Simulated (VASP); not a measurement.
# BiTe (R-3m) in VASP: notebook

The runs below take BiTe through relaxation of cell and atoms, single point, with RPBE, PBE.

Program: VASP 6.6.1. These are calculated values, not measurements. Logs are shortened: lines on timing, memory, paths and dates and some standing lists are left out, and cuts for length are marked.

### Step 1. The cell of the first run

Symmetry: R-3m, No. 166, trigonal system. Conventional cell: a = 4.845 Å, b = 4.845 Å, c = 9.952 Å, α = 90.00°, β = 90.00°, γ = 120.00°. Within 4.3 Å of Bi (site symmetry -3m) lie 6 Te at 3.25 Å. Te (site symmetry -3m) has 6 Bi at 3.25 Å within 4.3 Å.

### Step 2. Relaxation of cell and atoms, RPBE

File INCAR:

```
SYSTEM = BiTe
PREC = Accurate ; ENCUT = 600
EDIFF = 1E-6 ; ISMEAR = -1
SIGMA = 0.05 ; LREAL = .False.
LASPH = .True. ; NELM = 60
ALGO = Normal ; ISIF = 3
LWAVE = .False. ; LCHARG = .False.
GGA = RP ; IBRION = 2
NSW = 60 ; EDIFFG = -0.01
```

File KPOINTS:

```
Automatic mesh
0
Gamma
  7 7 7
  0 0 0
```

File POSCAR:

```
BiTe
1.0
    2.4227077728      1.3987509848      3.3172919545
   -2.4227077728      1.3987509848      3.3172919545
    0.0000000000     -2.7975019696      3.3172919545
Bi Te
1 1
Direct
    0.5000000000      0.5000000000      0.5000000000
    0.0000000000      0.0000000000      0.0000000000
```

Potentials or basis: VASP PAW PBE potentials, release 64 (Bi_d, Te).

On the command line:

```console
$ cat potpaw_PBE.64/Bi_d/POTCAR potpaw_PBE.64/Te/POTCAR > POTCAR
$ mpirun -np 1 vasp_std > vasp.out
```

OUTCAR:

```text
SYSTEM = BiTe
   PREC = Accurate
   ENCUT = 600
   EDIFF = 1E-6
   ISMEAR = -1
   LREAL = .False.
   LASPH = .True.
   NELM = 60
   ISIF = 3
   GGA = RP
   IBRION = 2
   NSW = 60
   EDIFFG = -0.01

 ion  position               nearest neighbor table
   1  0.500  0.500  0.500-   2 3.25   2 3.25   2 3.25   2 3.25   2 3.25   2 3.25
   2  0.000  0.000  0.000-   1 3.25   1 3.25   1 3.25   1 3.25   1 3.25   1 3.25

  LATTYP: Found a trigonal (rhomboedric) cell.
 ALAT       =     4.3394058558
 COS(alpha) =     0.3765932224

  Lattice vectors:

 A1 = (   2.4227077728,   1.3987509848,   3.3172919545)
 A2 = (  -2.4227077728,   1.3987509848,   3.3172919545)
 A3 = (   0.0000000000,  -2.7975019696,   3.3172919545)

Analysis of symmetry for initial positions (statically):
=====================================================================
 Subroutine PRICEL returns:
 Original cell was already a primitive cell.

 Routine SETGRP: Setting up the symmetry group for a
 trigonal (rhombohedral) supercell.

 Subroutine GETGRP returns: Found 12 space group operations
 (whereof 12 operations were pure point group operations)
 out of a pool of 12 trial point group operations.

The static configuration has the point symmetry D_3d.

Analysis of symmetry for dynamics (positions and initial velocities):
=====================================================================
 Subroutine PRICEL returns:
 Original cell was already a primitive cell.

 Routine SETGRP: Setting up the symmetry group for a
 trigonal (rhombohedral) supercell.

 Subroutine GETGRP returns: Found 12 space group operations
 (whereof 12 operations were pure point group operations)
 out of a pool of 12 trial point group operations.

The dynamic configuration has the point symmetry D_3d.

 Subroutine INISYM returns: Found 12 space group operations
 (whereof 12 operations are pure point group operations),
 and found     1 'primitive' translations

----------------------------------------------------------------------------------------

                                     Primitive cell

  volume of cell :      67.4491

  direct lattice vectors                    reciprocal lattice vectors
     2.422707773  1.398750985  3.317291954     0.206380648  0.119153923  0.100483568
    -2.422707773  1.398750985  3.317291954    -0.206380648  0.119153923  0.100483568
     0.000000000 -2.797501970  3.317291954     0.000000000 -0.238307845  0.100483568

  length of vectors
[... 112 lines left out ...]
   LRPA    =     F    only Hartree local field effects (RPA)
 conjugate gradient relaxation of ions
 non-spin polarized calculation
  energy-cutoff  :      600.00
  volume of cell :       67.45
 maximum number of plane-waves:      2263
   NGX = 17   NGY = 17   NGZ = 17

--------------------------------------- Ionic step        1  -------------------------------------------

 number of electron      21.0000005 magnetization

 Free energy of the ion-electron system (eV)
  ---------------------------------------------------
  ext. energy  EPLUGINS =         0.00000000
  ---------------------------------------------------
  free energy    TOTEN  =        -6.42586098 eV

  energy without entropy =       -6.41374128  energy(sigma->0) =       -6.41980113

------------------------ aborting loop because EDIFF is reached ----------------------------------------

  FORCE on cell =-STRESS in cart. coord.  units (eV):
  Direction    XX          YY          ZZ          XY          YZ          ZX
  --------------------------------------------------------------------------------------
  -------------------------------------------------------------------------------------
  Total        0.6301253      0.6301253      0.5341732      0.0000000      0.0000000      0.0000000
  in kB       14.9679074     14.9679074     12.6886750      0.0000000      0.0000000      0.0000000
  external PRESSURE =      14.2081633 kB  Pullay stress =       0.0000000 kB
[... 89 lines left out ...]
  FREE ENERGIE OF THE ION-ELECTRON SYSTEM (eV)
  ---------------------------------------------------
  free  energy   TOTEN  =        -6.4348077143 eV

  energy  without entropy=       -6.4229858625  energy(sigma->0) =       -6.42889679

[... ionic steps 4 to 8 ...]

--------------------------------------- Ionic step        9  -------------------------------------------

 number of electron      21.0000002 magnetization

------------------------ aborting loop because EDIFF is reached ----------------------------------------
[... 67 lines left out ...]
--------------------------------------- Ionic step       11  -------------------------------------------

 number of electron      21.0000002 magnetization

 Free energy of the ion-electron system (eV)
  ---------------------------------------------------
  ext. energy  EPLUGINS =         0.00000000
  ---------------------------------------------------
  free energy    TOTEN  =        -6.43528904 eV

  energy without entropy =       -6.42229292  energy(sigma->0) =       -6.42879098

 E-fermi :   6.4144     XC(G=0):  -9.2198

 val. band max:        6.3990030640   @ k =  -0.4286   0.2857   0.2857
 cond. band min:       6.4816705905   @ k =  -0.2857   0.1429  -0.0000
 fundamental gap:      0.0826675265
 Fermi energy:         6.4143522891

 k-point     1 :       0.0000    0.0000    0.0000
  band No.  band energies     occupation
      1     -16.9100      2.00000
      2     -16.9100      2.00000
      3     -16.8913      2.00000
      4     -16.8913      2.00000
      5     -16.8803      2.00000
      6      -6.8686      2.00000
      7      -1.9543      2.00000
      8       3.5879      2.00000
      9       3.5879      2.00000
     10       4.7596      2.00000
     11       8.2117      0.00000
     12       8.7885      0.00000
     13       8.7885      0.00000
     14      10.5785      0.00000
[... 377 lines left out ...]
      1     -16.9119      2.00000
      2     -16.9085      2.00000
      3     -16.8920      2.00000
      4     -16.8837      2.00000
      5     -16.8788      2.00000
      6      -5.7217      2.00000
      7      -3.4521      2.00000
      8       2.6935      2.00000
      9       3.1935      2.00000
     10       3.9901      2.00000
     11       6.6553      0.01602
     12       7.0700      0.00000
     13       9.2069      0.00000
     14      10.2325      0.00000

 [... further k-points ...]
[... 5 lines left out ...]
  --------------------------------------------------------------------------------------
  -------------------------------------------------------------------------------------
  Total        0.0027301      0.0027301      0.0013148      0.0000000      0.0000000      0.0000000
  in kB        0.0627155      0.0627155      0.0302036      0.0000000      0.0000000      0.0000000
  external PRESSURE =       0.0518782 kB  Pullay stress =       0.0000000 kB
[... 17 lines left out ...]
  FREE ENERGIE OF THE ION-ELECTRON SYSTEM (eV)
  ---------------------------------------------------
  free  energy   TOTEN  =        -6.4352890445 eV

  energy  without entropy=       -6.4222929166  energy(sigma->0) =       -6.42879098

 reached required accuracy - stopping structural energy minimisation
```

CONTCAR:

```text
BiTe
   1.00000000000000
     2.4381055358060437    1.4076408874165718    3.3870615285022230
    -2.4381055358060437    1.4076408874165718    3.3870615285022230
     0.0000000000000000   -2.8152817748331436    3.3870615285022230
  Bi              Te
     1     1
Direct
     0.5000000000000000    0.5000000000000000    0.5000000000000000
     0.0000000000000000    0.0000000000000000    0.0000000000000000

  0.00000000E+00  0.00000000E+00  0.00000000E+00
  0.00000000E+00  0.00000000E+00  0.00000000E+00
```

Wall time 93 s (1 thread of Intel Xeon 6975P-C (Granite Rapids), shared host); peak memory 0.25 GiB.

Results:

```yaml
Free_energy: -6.4353 eV
Relaxed_volume: 34.87 Å³/atom
Relaxed_cell: a = 4.404 Å, b = 4.404 Å, c = 4.404 Å, α = 67.22°, β = 67.22°, γ = 67.22°
Space_group_after_relaxing_to_0.05_Å: R-3m (No. 166)
Energy_gained_by_relaxing: 4.7 meV/atom
Ionic_steps: 11
Pressure_after_relaxing: 0.0 GPa
```

Step by step:
```tsv
step	energy change (eV)	largest force (eV/Å)	pressure (GPa)	volume (Å³)
1	0.0000	0.0000	1.42	67.45
2	-0.0073	0.0000	-0.55	70.41
3	-0.0089	0.0000	0.01	69.50
4	-0.0089	0.0000	0.01	69.54
5	-0.0089	0.0000	-0.01	69.62
6	-0.0091	0.0000	-0.06	69.66
7	-0.0093	0.0000	-0.08	69.78
8	-0.0093	0.0000	-0.10	70.00
9	-0.0094	0.0000	-0.09	69.86
10	-0.0093	0.0000	0.13	69.53
11	-0.0094	0.0000	0.01	69.75
```

Final structure:
```yaml
crystal:
  lattice:
    - [2.43811, 1.40764, 3.38706]
    - [-2.43811, 1.40764, 3.38706]
    - [0.00000, -2.81528, 3.38706]
  atoms:
    - { symbol: Bi, position: [0.50000, 0.50000, 0.50000] }
    - { symbol: Te, position: [0.00000, 0.00000, 0.00000] }
```

Caveat: the PAW data sets were made with another functional, which shifts forces and pressure a little; spin-orbit coupling is left out, which moves the levels of the heavy elements.

### Step 3. Single point, PBE

This run uses another cell than the first one, of 31.70 Å³/atom, 0.940 times its volume.

File INCAR:

```
PREC = Accurate
ENCUT = 520
EDIFF = 1E-6
ISMEAR = -1
SIGMA = 0.05
LREAL = False
LASPH = True
NELM = 100
ALGO = Normal
ISIF = 2
LWAVE = False
LCHARG = False
GGA = PE
NBANDS = 18
```

File KPOINTS:

```
Automatic mesh
0
Gamma
  7 7 7
```

File POSCAR:

```
BiTe
1.0
    2.3732508797      1.3701970343      3.2495731172
   -2.3732508797      1.3701970343      3.2495731172
    0.0000000000     -2.7403940685      3.2495731172
Bi Te
1 1
Direct
    0.5000000000      0.5000000000      0.5000000000
    0.0000000000      0.0000000000      0.0000000000
```

Potentials or basis: VASP PAW PBE potentials, release 64 (Bi_d, Te).

On the command line:

```console
$ cat potpaw_PBE.64/Bi_d/POTCAR potpaw_PBE.64/Te/POTCAR > POTCAR
$ mpirun -np 1 vasp_std > vasp.out
```

Wall time 21 s (1 thread of AMD EPYC 9R45 (Zen 5), shared host); peak memory 0.17 GiB.

It converged, with:

```yaml
Free_energy: -7.1298 eV
Pressure: 3.6 GPa
```

Stress tensor (GPa, compression positive):
```
3.93 0.00 0.00
0.00 3.93 0.00
0.00 0.00 2.81
```

Levels at points of the mesh, in eV from the Fermi level:
```tsv
k point	band 7	band 8	band 9	band 10	band 11	band 12	band 13	band 14
(0.00, 0.00, 0.00)	-8.07	-3.13	-3.13	-1.73	2.00	2.65	2.65	3.92
```

Caveat: spin-orbit coupling is left out, which moves the levels of the heavy elements.

### Step 4. Single point, PBE

This run uses another cell than the first one, of 32.38 Å³/atom, 0.960 times its volume.

File INCAR:

```
SYSTEM = BiTe
ALGO = Normal ; EDIFF = 1E-6
ENCUT = 520 ; GGA = PE
ISIF = 2 ; ISMEAR = -1
LASPH = .True. ; LCHARG = .False.
LREAL = .False. ; LWAVE = .False.
NBANDS = 18 ; NELM = 100
PREC = Accurate ; SIGMA = 0.05
```

File KPOINTS:

```
k-points
0
Gamma
  7 7 7
  0 0 0
```

File POSCAR:

```
BiTe
1.0
    2.3899644647      1.3798466271      3.2724581889
   -2.3899644647      1.3798466271      3.2724581889
    0.0000000000     -2.7596932542      3.2724581889
Bi Te
1 1
Direct
    0.5000000000      0.5000000000      0.5000000000
    0.0000000000      0.0000000000      0.0000000000
```

On the command line:

```console
$ cat potpaw_PBE.64/Bi_d/POTCAR potpaw_PBE.64/Te/POTCAR > POTCAR
$ mpirun -np 1 vasp_std > vasp.out
```

It took 20 s on 1 thread of AMD EPYC 9R45 (Zen 5), shared host; peak memory 0.17 GiB.

Results (log left out):

| Item | Value |
| --- | --- |
| Free energy | -7.1546 eV |
| Pressure | 2.2 GPa |

Stress tensor (GPa, compression positive):
```
2.48 0.00 0.00
0.00 2.48 0.00
0.00 0.00 1.74
```

Levels at points of the mesh, in eV from the Fermi level:
```
           k point  band 6  band 7  band 8  band 9  band 10  band 11  band 12  band 13  band 14  band 15
(0.00, 0.00, 0.00)  -13.79   -8.15   -3.05   -3.05    -1.69     1.95     2.60     2.60     3.97     3.97
```

Caveat: spin-orbit coupling is left out, which moves the levels of the heavy elements.

### Step 5. Single point, PBE

This run uses another cell than the first one, of 33.05 Å³/atom, 0.980 times its volume.

File INCAR:

```
SYSTEM = BiTe
PREC = Accurate ; ENCUT = 520
EDIFF = 1E-6 ; ISMEAR = -1
SIGMA = 0.05 ; LREAL = .False.
LASPH = .True. ; NELM = 100
ALGO = Normal ; ISIF = 2
LWAVE = .False. ; LCHARG = .False.
GGA = PE ; NBANDS = 18
```

File KPOINTS:

```
Automatic mesh
0
Gamma
  7 7 7
  0 0 0
```

File POSCAR:

```
BiTe
1.0
    2.4064474992      1.3893631114      3.2950275793
   -2.4064474992      1.3893631114      3.2950275793
    0.0000000000     -2.7787262229      3.2950275793
Bi Te
1 1
Direct
    0.5000000000      0.5000000000      0.5000000000
    0.0000000000      0.0000000000      0.0000000000
```

On the command line:

```console
$ cat potpaw_PBE.64/Bi_d/POTCAR potpaw_PBE.64/Te/POTCAR > POTCAR
$ mpirun -np 1 vasp_std > vasp.out
```

It took 21 s on 1 thread of AMD EPYC 9R45 (Zen 5), shared host; peak memory 0.17 GiB.

The run converged. Its results:

```
Free energy : -7.1692 eV
Pressure    : 1.1 GPa
```

Stress tensor (GPa, compression positive):
```
1.25 0.00 0.00
0.00 1.25 0.00
0.00 0.00 0.86
```

Levels at points of the mesh, in eV from the Fermi level:
```csv
k point,band 6,band 7,band 8,band 9,band 10,band 11,band 12,band 13,band 14,band 15
"(0.00, 0.00, 0.00)",-13.64,-8.22,-2.99,-2.99,-1.65,1.91,2.55,2.55,4.02,4.02
```

Caveat: spin-orbit coupling is left out, which moves the levels of the heavy elements.

### Step 6. Overview

```tsv
task	level	cell	cutoff (eV)	gap on the mesh (eV)	pressure (GPa)
relaxation of cell and atoms	RPBE	relaxed from a = 4.339 Å, angles 67.9°, 2 atoms	600	none	0.0
single point	PBE	a = 4.251 Å, angles 67.9°, 2 atoms	520	none	3.6
single point	PBE	a = 4.281 Å, angles 67.9°, 2 atoms	520	none	2.2
single point	PBE	a = 4.310 Å, angles 67.9°, 2 atoms	520	none	1.1
```

Alike in all rows: potentials or basis VASP PAW PBE potentials, release 64 (Bi_d, Te); no spin polarisation; k mesh 7 × 7 × 7; smearing fermi-dirac 0.05 eV.

Caveats: spin-orbit coupling is left out, which moves the levels of the heavy elements; the PAW data sets were made with another functional, which shifts forces and pressure a little (some runs).

Absolute energies hang on the potentials; compare differences alone.
